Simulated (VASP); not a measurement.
# Sn in VASP: a series of runs

The runs below take Sn through single point, with PBEsol.

All numbers are computed with VASP 6.6.1; they aren't measurements. Logs are shortened: lines on timing, memory, paths and dates and some standing lists are left out, and cuts for length are marked.

## 1. The cell of the first run

Symmetry: Fd-3m, No. 227, cubic system. The conventional cell has a = 5.972 Å, b = 5.972 Å, c = 5.972 Å, α = 90.00°, β = 90.00°, γ = 90.00°. Sn (site symmetry -43m) has 4 Sn at 2.59 Å within 3.4 Å.

This isn't the form of Sn at room conditions, which is tetragonal (white tin).

## 2. Single point, PBEsol (strain -0.080 along x and y, -0.080 along z)

INCAR

```
SYSTEM = Sn
PREC = Accurate
ENCUT = 520
EDIFF = 1E-6
ISMEAR = 0
SIGMA = 0.15
LREAL = .FALSE.
LASPH = .TRUE.
NELM = 80
ALGO = Normal
ISIF = 2
LWAVE = .FALSE.
LCHARG = .TRUE.
GGA = PS
LELF = .TRUE.
LVHAR = .TRUE.
NBANDS = 21
```

KPOINTS

```
regular mesh
0
G
  12 12 12
  0 0 0
```

POSCAR

```
Sn
1.0
    0.0000000000      2.9859520000      2.9859520000
    2.9859520000      0.0000000000      2.9859520000
    2.9859520000      2.9859520000      0.0000000000
Sn
2
Direct
    0.5000000000      0.5000000000      0.5000000000
    0.7500000000      0.7500000000      0.7500000000
```

Potentials or basis: VASP PAW PBE potentials, release 64 (Sn_d).

Launch:

```sh
$ cat potpaw_PBE.64/Sn_d/POTCAR > POTCAR
$ mpirun -np 1 vasp_std > vasp.out
```

OUTCAR:

```text
SYSTEM = Sn
   PREC = Accurate
   ENCUT = 520
   EDIFF = 1E-6
   ISMEAR = 0
   LREAL = .FALSE.
   LASPH = .TRUE.
   NELM = 80
   ISIF = 2
   GGA = PS

 ion  position               nearest neighbor table
   1  0.500  0.500  0.500-   2 2.59   2 2.59   2 2.59   2 2.59
   2  0.750  0.750  0.750-   1 2.59   1 2.59   1 2.59   1 2.59

  LATTYP: Found a face centered cubic cell.
 ALAT       =     5.9719040000

  Lattice vectors:

 A1 = (   0.0000000000,   2.9859520000,   2.9859520000)
 A2 = (   2.9859520000,   0.0000000000,   2.9859520000)
 A3 = (   2.9859520000,   2.9859520000,   0.0000000000)

Analysis of symmetry for initial positions (statically):
=====================================================================
 Subroutine PRICEL returns:
 Original cell was already a primitive cell.

 Routine SETGRP: Setting up the symmetry group for a
 face centered cubic supercell.

 Subroutine GETGRP returns: Found 48 space group operations
 (whereof 24 operations were pure point group operations)
 out of a pool of 48 trial point group operations.

The static configuration has the point symmetry T_d .
 The point group associated with its full space group is O_h .

Analysis of symmetry for dynamics (positions and initial velocities):
=====================================================================
 Subroutine PRICEL returns:
 Original cell was already a primitive cell.

 Routine SETGRP: Setting up the symmetry group for a
 face centered cubic supercell.

 Subroutine GETGRP returns: Found 48 space group operations
 (whereof 24 operations were pure point group operations)
 out of a pool of 48 trial point group operations.

The dynamic configuration has the point symmetry T_d .
 The point group associated with its full space group is O_h .

 Subroutine INISYM returns: Found 48 space group operations
 (whereof 24 operations are pure point group operations),
 and found     1 'primitive' translations

----------------------------------------------------------------------------------------

                                     Primitive cell

  volume of cell :      53.2450

  direct lattice vectors                    reciprocal lattice vectors
     0.000000000  2.985952000  2.985952000    -0.167450783  0.167450783  0.167450783
     2.985952000  0.000000000  2.985952000     0.167450783 -0.167450783  0.167450783
     2.985952000  2.985952000  0.000000000     0.167450783  0.167450783 -0.167450783

  length of vectors
     4.222773815  4.222773815  4.222773815     0.290033264  0.290033264  0.290033264

  position of ions in fractional coordinates (direct lattice)
     0.500000000  0.500000000  0.500000000
     0.750000000  0.750000000  0.750000000

  ion indices of the primitive-cell ions
   primitive index   ion index
                 1           1
                 2           2

----------------------------------------------------------------------------------------

 KPOINTS: regular mesh

Automatic generation of k-mesh.
 Grid dimensions read from file:
 generate k-points for:   12   12   12

 Generating k-lattice:

  Cartesian coordinates                     Fractional coordinates (reciprocal lattice)
    -0.013954232  0.013954232  0.013954232     0.083333333  0.000000000  0.000000000
     0.013954232 -0.013954232  0.013954232     0.000000000  0.083333333  0.000000000
     0.013954232  0.013954232 -0.013954232     0.000000000  0.000000000  0.083333333

  Length of vectors
     0.024169439  0.024169439  0.024169439

  Shift w.r.t. Gamma in fractional coordinates (k-lattice)
     0.000000000  0.000000000  0.000000000

 Subroutine IBZKPT returns following result:
 ===========================================

 Found     72 irreducible k-points:

 Following reciprocal coordinates:
            Coordinates               Weight
  0.000000  0.000000  0.000000      1.000000
  0.083333  0.000000  0.000000      8.000000
  0.166667  0.000000  0.000000      8.000000
  0.250000  0.000000  0.000000      8.000000
  0.333333  0.000000  0.000000      8.000000
  0.416667  0.000000  0.000000      8.000000
[... 16 lines left out ...]
  0.500000  0.166667  0.000000     24.000000
 -0.416667  0.166667  0.000000     24.000000
 [... further k-points ...]
   k-points           NKPTS =     72   k-points in BZ     NKDIM =     72   number of bands    NBANDS=     21
   number of dos      NEDOS =    301   number of ions     NIONS =      2
   total plane-waves  NPLWV =  32768
   dimension x,y,z NGX =    32 NGY =   32 NGZ =   32
   dimension x,y,z NGXF=    64 NGYF=   64 NGZF=   64
   ions per type =               2
   NGX,Y,Z   is equivalent  to a cutoff of  12.60, 12.60, 12.60 a.u.
   NGXF,Y,Z  is equivalent  to a cutoff of  25.20, 25.20, 25.20 a.u.
 SYSTEM =  Sn
   PREC   = accura    normal or accurate (medium, high low for compatibility)
   ISTART =      0    job   : 0-new  1-cont  2-samecut
   ICHARG =      2    charge: 1-file 2-atom 10-const
   ISPIN  =      1    spin polarized calculation?
   LNONCOLLINEAR =      F non collinear calculations
   LSORBIT =      F    spin-orbit coupling
   LASPH  =      T    aspherical Exc in radial PAW
   ENCUT  =  520.0 eV  38.22 Ry    6.18 a.u.   7.85  7.85  7.85*2*pi/ulx,y,z
   NELM   =     80;   NELMIN=  2; NELMDL= -5     # of ELM steps
   EDIFF  = 0.1E-05   stopping-criterion for ELM
   LREAL  =      F    real-space projection
[... 7 lines left out ...]
   TEBEG  =    0.0;   TEEND  =   0.0 temperature during run
   PSTRESS=    0.0 pullay stress
   NELECT =      28.0000    total number of electrons
   NUPDOWN=      -1.0000    fix difference up-down
   EMIN   =  10.00;   EMAX   =-10.00  energy-range for DOS
   EFERMI =   0.00;   METHOD = LEGACY
   ISMEAR =     0;   SIGMA  =   0.15  broadening in eV -4-tet -1-fermi 0-gaus
   EFERMI_NEDOS =   21; number of points for ismear=-14 and -15
   IALGO  =     38    algorithm
   IMIX   =      4    mixing-type and parameters
     AMIX     =   0.40;   BMIX     =  1.00
     AMIX_MAG =   1.60;   BMIX_MAG =  1.00
  volume/ion in A,a.u.               =      26.62       179.66
  Fermi-wavevector in a.u.,A,eV,Ry     =   1.321401  2.497086 23.757147  1.746101
  Thomas-Fermi vector in A             =   2.451158
   LORBIT       =      0    0 simple, 1 ext, 2 COOP (PROOUT), +10 PAW based schemes
   GGA     = PS    functional components
   LHFCALC =     F    Hartree Fock is set to
   AEXX    =    0.0000 exact exchange contribution
   IVDW    =     0    specifies the selected vdW correction
   LEPSILON=     F    determine dielectric tensor
   LRPA    =     F    only Hartree local field effects (RPA)
 non-spin polarized calculation
 Gauss-broadening in eV      SIGMA  =   0.15
  energy-cutoff  :      520.00
  volume of cell :       53.24
 maximum number of plane-waves:      1459
   NGX = 15   NGY = 15   NGZ = 15

 number of electron      28.0000017 magnetization

 Free energy of the ion-electron system (eV)
  ---------------------------------------------------
  ext. energy  EPLUGINS =         0.00000000
  ---------------------------------------------------
  free energy    TOTEN  =        -7.59116673 eV

  energy without entropy =       -7.59051477  energy(sigma->0) =       -7.59084075

 E-fermi :   8.6567     XC(G=0): -10.2122

 val. band max:        8.6436999126   @ k =   0.0000   0.0000   0.0000
 cond. band min:       8.7381217902   @ k =   0.4167   0.4167   0.0000
 fundamental gap:      0.0944218776
 Fermi energy:         8.6566776949

 k-point     1 :       0.0000    0.0000    0.0000
  band No.  band energies     occupation
      1     -13.8086      2.00000
      2     -13.8086      2.00000
      3     -13.8086      2.00000
      4     -13.7061      2.00000
      5     -13.7061      2.00000
      6     -13.1174      2.00000
[... 13 lines left out ...]
     20      16.7971      0.00000
     21      16.7971      0.00000

 k-point     2 :       0.0833    0.0000    0.0000
  band No.  band energies     occupation
      1     -13.8204      2.00000
      2     -13.8204      2.00000
      3     -13.8058      2.00000
      4     -13.6898      2.00000
      5     -13.6898      2.00000
      6     -13.1319      2.00000
[... 13 lines left out ...]
     20      16.0605      0.00000
     21      16.0605      0.00000

 k-point     3 :       0.1667    0.0000    0.0000
  band No.  band energies     occupation
      1     -13.8413      2.00000
      2     -13.8413      2.00000
      3     -13.7982      2.00000
      4     -13.6572      2.00000
      5     -13.6572      2.00000
      6     -13.1575      2.00000
[... 13 lines left out ...]
     20      15.5425      0.00000
     21      15.5425      0.00000

 k-point     4 :       0.2500    0.0000    0.0000
  band No.  band energies     occupation
      1     -13.8584      2.00000
      2     -13.8584      2.00000
      3     -13.7878      2.00000
      4     -13.6261      2.00000
      5     -13.6261      2.00000
      6     -13.1796      2.00000
[... 13 lines left out ...]
     20      15.5766      0.00000
     21      15.5766      0.00000

 k-point     5 :       0.3333    0.0000    0.0000
  band No.  band energies     occupation
      1     -13.8688      2.00000
      2     -13.8688      2.00000
      3     -13.7771      2.00000
      4     -13.6042      2.00000
      5     -13.6042      2.00000
      6     -13.1931      2.00000
[... 13 lines left out ...]
     20      16.2186      0.00000
     21      16.2186      0.00000

 k-point     6 :       0.4167    0.0000    0.0000
  band No.  band energies     occupation
      1     -13.8737      2.00000
      2     -13.8737      2.00000
      3     -13.7692      2.00000
      4     -13.5931      2.00000
      5     -13.5931      2.00000
      6     -13.1984      2.00000
[... 13 lines left out ...]
     20      17.2366      0.00000
     21      17.2366      0.00000

 k-point     7 :       0.5000    0.0000    0.0000
  band No.  band energies     occupation
      1     -13.8749      2.00000
      2     -13.8749      2.00000
      3     -13.7663      2.00000
      4     -13.5901      2.00000
      5     -13.5901      2.00000
      6     -13.1994      2.00000
[... 13 lines left out ...]
     20      17.9802      0.00000
     21      18.1300      0.00000
[... 291 lines left out ...]
      1     -13.8642      2.00000
      2     -13.8481      2.00000
      3     -13.8141      2.00000
      4     -13.6347      2.00000
      5     -13.5612      2.00000
      6     -13.3055      2.00000
[... 13 lines left out ...]
     20      16.3116      0.00000
     21      17.1475      0.00000

 k-point    21 :       0.3333    0.1667    0.0000
  band No.  band energies     occupation
      1     -13.8906      2.00000
      2     -13.8625      2.00000
      3     -13.7836      2.00000
      4     -13.6041      2.00000
      5     -13.5301      2.00000
      6     -13.3340      2.00000
[... 13 lines left out ...]
     20      16.8132      0.00000
     21      17.4046      0.00000

 k-point    22 :       0.4167    0.1667    0.0000
  band No.  band energies     occupation
      1     -13.9104      2.00000
      2     -13.8746      2.00000
      3     -13.7496      2.00000
      4     -13.5757      2.00000
      5     -13.5186      2.00000
      6     -13.3385      2.00000
[... 13 lines left out ...]
     20      18.1365      0.00000
     21      18.1435      0.00000

 k-point    23 :       0.5000    0.1667    0.0000
  band No.  band energies     occupation
      1     -13.9212      2.00000
      2     -13.8844      2.00000
      3     -13.7205      2.00000
      4     -13.5511      2.00000
      5     -13.5293      2.00000
      6     -13.3185      2.00000
[... 13 lines left out ...]
     20      18.1530      0.00000
     21      18.2282      0.00000

 k-point    24 :      -0.4167    0.1667    0.0000
  band No.  band energies     occupation
      1     -13.9217      2.00000
      2     -13.8915      2.00000
      3     -13.7048      2.00000
      4     -13.5552      2.00000
      5     -13.5329      2.00000
      6     -13.2816      2.00000
[... 13 lines left out ...]
     20      16.9082      0.00000
     21      17.0828      0.00000

 [... further k-points ...]

------------------------ aborting loop because EDIFF is reached ----------------------------------------

  FORCE on cell =-STRESS in cart. coord.  units (eV):
  Direction    XX          YY          ZZ          XY          YZ          ZX
  --------------------------------------------------------------------------------------
  -------------------------------------------------------------------------------------
  Total        7.2385882      7.2385882      7.2385882     -0.0000000      0.0000000     -0.0000000
  in kB      217.8141011    217.8141011    217.8141011     -0.0000000      0.0000000     -0.0000000
  external PRESSURE =     217.8141011 kB  Pullay stress =       0.0000000 kB

 VOLUME and BASIS-vectors are now :
 -----------------------------------------------------------------------------
  energy-cutoff  :      520.00
  volume of cell :       53.24
      direct lattice vectors                 reciprocal lattice vectors
     0.000000000  2.985952000  2.985952000    -0.167450783  0.167450783  0.167450783
     2.985952000  0.000000000  2.985952000     0.167450783 -0.167450783  0.167450783
     2.985952000  2.985952000  0.000000000     0.167450783  0.167450783 -0.167450783

 POSITION                                       TOTAL-FORCE (eV/Angst)
 -----------------------------------------------------------------------------------
      2.98595      2.98595      2.98595        -0.000000     -0.000000     -0.000000
      4.47893      4.47893      4.47893         0.000000      0.000000      0.000000
 -----------------------------------------------------------------------------------
    total drift:                               -0.000000     -0.000000      0.000000

  FREE ENERGIE OF THE ION-ELECTRON SYSTEM (eV)
  ---------------------------------------------------
  free  energy   TOTEN  =        -7.5911667267 eV

  energy  without entropy=       -7.5905147740  energy(sigma->0) =       -7.59084075
```

Wall time 72 s (1 thread of Intel Xeon 8259CL, shared host); peak memory 0.21 GiB.

Results:

```yaml
Free_energy: -7.5912 eV
Pressure: 21.8 GPa
```

Levels at points of the mesh, in eV from the Fermi level:
| k point | band 10 | band 11 | band 12 | band 13 | band 14 | band 15 | band 16 | band 17 | band 18 | band 19 |
| --- | --- | --- | --- | --- | --- | --- | --- | --- | --- | --- |
| (0.00, 0.00, 0.00) | -21.71 | -12.71 | -0.01 | -0.01 | -0.01 | 1.04 | 2.00 | 2.00 | 2.00 | 4.82 |
| (0.50, 0.00, 0.00) | -21.65 | -10.48 | -7.69 | -1.68 | -1.68 | 0.41 | 3.12 | 3.12 | 5.04 | 9.32 |
| (0.50, 0.50, 0.00) | -21.61 | -8.69 | -8.69 | -3.54 | -3.54 | 0.25 | 0.25 | 9.25 | 9.25 | 11.13 |

Caveat: the cell differs from its parent crystal (strain -0.080 along x and y, -0.080 along z); the cell stands under pressure; the PAW data sets were made with another functional, which shifts forces and pressure a little; spin-orbit coupling is left out, which moves the levels of the heavy elements.

## 3. Single point, PBEsol (strain -0.040 along x and y, -0.040 along z)

INCAR

```
SYSTEM = Sn
PREC = Accurate
ENCUT = 520
EDIFF = 1E-6
ISMEAR = 0
SIGMA = 0.15
LREAL = .FALSE.
LASPH = .TRUE.
NELM = 60
ALGO = Normal
ISIF = 2
LWAVE = .FALSE.
LCHARG = .FALSE.
GGA = PS
NBANDS = 21
```

KPOINTS is that of step 2.

POSCAR

```
Sn
1.0
    0.0000000000      3.1157760000      3.1157760000
    3.1157760000      0.0000000000      3.1157760000
    3.1157760000      3.1157760000      0.0000000000
Sn
2
Direct
    0.5000000000      0.5000000000      0.5000000000
    0.7500000000      0.7500000000      0.7500000000
```

Potentials or basis: VASP PAW PBE potentials, release 64 (Sn_d).

Launch:

```sh
$ cat potpaw_PBE.64/Sn_d/POTCAR > POTCAR
$ mpirun -np 1 vasp_std > vasp.out
```

Run time: 2.2 min. Hardware: 1 thread of Intel Xeon 8259CL, shared host; peak memory 0.24 GiB.

Results (log left out):

| Quantity | Value |
| --- | --- |
| Free energy | -8.2480 eV |
| Pressure | 8.4 GPa |

Levels at points of the mesh, in eV from the Fermi level:
```
           k point  band 12  band 13  band 14  band 15  band 16  band 17
(0.00, 0.00, 0.00)    -0.03    -0.03    -0.03     0.07     2.04     2.04
(0.50, 0.00, 0.00)    -6.97    -1.44    -1.44     0.09     3.13     3.13
(0.50, 0.50, 0.00)    -8.11    -3.02    -3.02     0.48     0.48     8.39
```

Caveat: the cell differs from its parent crystal (strain -0.040 along x and y, -0.040 along z); the cell stands under pressure; the PAW data sets were made with another functional, which shifts forces and pressure a little; spin-orbit coupling is left out, which moves the levels of the heavy elements.

## 4. Single point, PBEsol (strain +0.040 along x and y, +0.040 along z)

INCAR

```
PREC = Accurate ; ENCUT = 520
EDIFF = 1E-6 ; ISMEAR = 0
SIGMA = 0.15 ; LREAL = False
LASPH = True ; NELM = 60
ALGO = Normal ; ISIF = 2
LWAVE = False ; LCHARG = True
GGA = PS ; LELF = True
LVHAR = True ; NBANDS = 21
```

KPOINTS

```
Automatic mesh
0
Gamma
  12 12 12
```

POSCAR

```
Sn
1.0
    0.0000000000      3.3754240000      3.3754240000
    3.3754240000      0.0000000000      3.3754240000
    3.3754240000      3.3754240000      0.0000000000
Sn
2
Direct
    0.5000000000      0.5000000000      0.5000000000
    0.7500000000      0.7500000000      0.7500000000
```

Launch:

```sh
$ cat potpaw_PBE.64/Sn_d/POTCAR > POTCAR
$ mpirun -np 1 vasp_std > vasp.out
```

Run time: 1.7 min. Hardware: 1 thread of Intel Xeon 8259CL, shared host; peak memory 0.26 GiB.

It converged, with:

* Free energy: -8.3914 eV
* Pressure: -3.2 GPa
* Band gap on the k mesh: zero (bands 14 and 15 overlap by 0.35 eV)

Levels at points of the mesh, in eV from the Fermi level:
```
           k point  band 10  band 11  band 12  band 13  band 14  band 15  band 16  band 17  band 18  band 19
(0.00, 0.00, 0.00)   -21.09    -9.85    -1.44     0.13     0.13     0.13     2.17     2.17     2.17     4.81
(0.50, 0.00, 0.00)   -21.05    -8.45    -5.89    -0.90    -0.90    -0.22     3.19     3.19     5.62     7.83
(0.50, 0.50, 0.00)   -21.04    -7.12    -7.12    -2.06    -2.06     0.92     0.92     7.01     7.01     8.44
```

Caveat: the cell differs from its parent crystal (strain +0.040 along x and y, +0.040 along z); the cell stands under tension; the PAW data sets were made with another functional, which shifts forces and pressure a little; spin-orbit coupling is left out, which moves the levels of the heavy elements.

## 5. Single point, PBEsol (strain -0.080 along x and y, -0.040 along z)

INCAR

```
SYSTEM = Sn
ALGO = Fast
EDIFF = 1E-7
ENCUT = 520
GGA = PS
ISIF = 2
ISMEAR = 0
LASPH = .TRUE.
LCHARG = .FALSE.
LREAL = .FALSE.
LWAVE = .FALSE.
NBANDS = 21
NELM = 100
PREC = Accurate
SIGMA = 0.15
```

KPOINTS

```
k-points
0
G
  12 12 12
  0 0 0
```

POSCAR

```
Sn
1.0
    0.0000000000      2.9859520000      3.1157760000
    2.9859520000      0.0000000000      3.1157760000
    2.9859520000      2.9859520000      0.0000000000
Sn
2
Direct
    0.5000000000      0.5000000000      0.5000000000
    0.7500000000      0.7500000000      0.7500000000
```

Launch:

```sh
$ cat potpaw_PBE.64/Sn_d/POTCAR > POTCAR
$ mpirun -np 1 vasp_std > vasp.out
```

It took 4.2 min on 1 thread of Intel Xeon 8259CL, shared host; peak memory 0.28 GiB.

It converged, with:

- Free energy: -7.8630 eV
- Pressure: 16.5 GPa
- Band gap on the k mesh: zero (bands 14 and 15 overlap by 0.05 eV)

Stress tensor (GPa, compression positive):
```
16.93  0.00  0.00
 0.00 16.93  0.00
 0.00  0.00 15.74
```

Levels at points of the mesh, in eV from the Fermi level:
| k point | band 10 | band 11 | band 12 | band 13 | band 14 | band 15 | band 16 | band 17 | band 18 | band 19 |
| --- | --- | --- | --- | --- | --- | --- | --- | --- | --- | --- |
| (0.00, 0.00, 0.00) | -21.65 | -12.36 | -0.28 | 0.07 | 0.07 | 0.67 | 1.94 | 1.94 | 2.11 | 4.80 |
| (0.50, 0.00, 0.00) | -21.58 | -10.24 | -7.46 | -1.82 | -1.43 | 0.23 | 3.01 | 3.25 | 5.12 | 9.00 |
| (0.50, 0.50, 0.00) | -21.54 | -8.65 | -8.65 | -3.19 | -3.19 | 0.53 | 0.53 | 8.91 | 8.91 | 10.61 |
| (0.50, 0.00, 0.50) | -21.57 | -8.43 | -8.43 | -3.47 | -3.47 | 0.20 | 0.20 | 8.79 | 8.79 | 10.41 |

Caveat: the cell differs from its parent crystal (strain -0.080 along x and y, -0.040 along z); the cell stands under pressure; the PAW data sets were made with another functional, which shifts forces and pressure a little; spin-orbit coupling is left out, which moves the levels of the heavy elements.

[end of part 1 of 2]

The gap in the log of VASP goes by the Fermi energy; the results here count the filled bands.